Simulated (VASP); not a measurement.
Input of a VASP 6.6.1 run:

File INCAR:

```
SYSTEM = C
AGGAC = 1.0
AGGAX = 1.0
ALDAC = 0.0
ALDAX = 1.0
ALGO = Normal
EDIFF = 1E-7
ENCUT = 520
GGA = B5
ISIF = 2
ISMEAR = -1
LASPH = .TRUE.
LCHARG = .FALSE.
LREAL = .FALSE.
LWAVE = .FALSE.
NBANDS = 36
NELM = 80
PREC = Accurate
SIGMA = 0.05
```

KPOINTS

```
k-points
0
G
  12 12 3
  0 0 0
```

Contents of POSCAR:

```
C
1.0
    2.5221000000      0.0000000000      0.0000000000
   -1.2610500000      2.1842026709      0.0000000000
    0.0000000000      0.0000000000     12.3557000000
C
12
Direct
    0.6666666667      0.3333333333      0.3541700000
    0.3333333333      0.6666666667      0.8541700000
    0.6666666667      0.3333333333      0.1458300000
    0.3333333333      0.6666666667      0.6458300000
    0.6666666667      0.3333333333      0.4791700000
    0.3333333333      0.6666666667      0.9791700000
    0.6666666667      0.3333333333      0.0208300000
    0.3333333333      0.6666666667      0.5208300000
    0.0000000000      0.0000000000      0.8125000000
    0.0000000000      0.0000000000      0.3125000000
    0.0000000000      0.0000000000      0.6875000000
    0.0000000000      0.0000000000      0.1875000000
```

Potentials or basis: VASP PAW PBE potentials, release 64 (C).

Command:

```console
$ cat potpaw_PBE.64/C/POTCAR > POTCAR
$ mpirun -np 1 vasp_std > vasp.out
```

(1) Estimate the band gap on the k mesh.

(2) Estimate the largest force.

## Answers

(1) 4.68 eV (least direct gap 5.46 eV).

(2) 0.322 eV/Å.

Caveat: the PAW data sets were made with another functional, which shifts forces and pressure a little; an odd mesh through Γ misses points on the zone boundary, where band edges can lie.
